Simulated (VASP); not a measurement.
A run of VASP 6.6.1 is set up as follows.

File INCAR:

```
SYSTEM = NaF
PREC     = Accurate       ! precision mode
ENCUT    = 520            ! plane-wave cutoff, eV
EDIFF    = 1E-7           ! SCF threshold, eV
ISMEAR   = 0              ! smearing method
SIGMA    = 0.02           ! smearing width, eV
LREAL    = .False.        ! projectors in reciprocal space
LASPH    = .True.         ! aspherical terms in the spheres
NELM     = 80             ! most SCF steps
ALGO     = Normal         ! electronic algorithm
ISIF     = 2              ! what is computed and relaxed
LWAVE    = .False.        ! write WAVECAR
LCHARG   = .False.        ! write CHGCAR
GGA      = PE             ! functional
NBANDS   = 14             ! bands
```

File KPOINTS:

```
regular mesh
0
Gamma
  8 8 8
  0 0 0
```

File POSCAR:

```
NaF
1.0
    0.0000000000      2.3689147469      2.3689147469
    2.3689147469      0.0000000000      2.3689147469
    2.3689147469      2.3689147469      0.0000000000
Na F
1 1
Direct
    0.0000000000      0.0000000000      0.0000000000
    0.5000000000      0.5000000000      0.5000000000
```

Potentials or basis: VASP PAW PBE potentials, release 64 (Na_pv, F).

Command:

```sh
$ cat potpaw_PBE.64/Na_pv/POTCAR potpaw_PBE.64/F/POTCAR > POTCAR
$ mpirun -np 1 vasp_std > vasp.out
```

Task: Estimate the pressure.

Result: -1.1 GPa.

Task: Estimate the band gap on the k mesh.

Result: 5.95 eV, direct.

PBE gaps usually lie below the measured ones, often by a third to a half.
